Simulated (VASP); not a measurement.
SnH2Br2: single point with PBE

The system is SnH2Br2.

```
CELL_PARAMETERS angstrom
-1.71766 1.71766 8.04974
1.71766 -1.71766 8.04974
1.71766 1.71766 -8.04974
ATOMIC_POSITIONS crystal
Sn 0.00000 0.00000 0.00000
H 0.75000 0.25000 0.50000
H 0.25000 0.75000 0.50000
Br 0.67430 0.67430 0.00000
Br 0.32570 0.32570 0.00000
```

The cell was generated, and may not be a known phase.

```
Program             : VASP 6.6.1
Task                : single point
Functional          : PBE
Potentials or basis : VASP PAW PBE potentials, release 64 (Sn_d, H, Br)
Cutoff              : 520 eV
k mesh              : 6 × 6 × 6
Occupations         : gaussian, width 0.1 eV
Spin                : no spin polarisation
```

```json
{"Pressure": "0.0 GPa", "Largest force": "0.007 eV/Å", "Band gap on the k mesh": "zero (bands 15 and 16 overlap by 1.48 eV)"}
```

Forces on the atoms (eV/Å):
```
Sn   0.000  0.000  0.000
H    0.000  0.000  0.000
H    0.000  0.000  0.000
Br   0.000  0.000 -0.007
Br   0.000  0.000  0.007
```

Levels at points of the mesh, in eV from the Fermi level:
```tsv
k point	band 12	band 13	band 14	band 15	band 16	band 17	band 18	band 19
(0.00, 0.00, 0.00)	-3.03	-1.95	-1.95	-1.68	1.00	2.66	4.41	4.41
(0.50, 0.00, 0.00)	-3.26	-2.11	-2.11	-1.79	0.22	1.13	2.48	5.77
(0.50, 0.50, 0.00)	-4.17	-3.64	-3.58	-1.26	-0.73	1.46	1.46	2.28
(0.50, 0.50, 0.50)	-2.51	-1.92	-1.92	-1.68	-0.75	4.01	4.31	4.31
```

Wall time 2.2 min on 1 thread of Intel(R) Xeon(R) 6975P-C (Granite Rapids), with other jobs on the host, peak memory 0.56 GiB.

Caveat: spin-orbit coupling is left out, which moves the levels of the heavy elements.
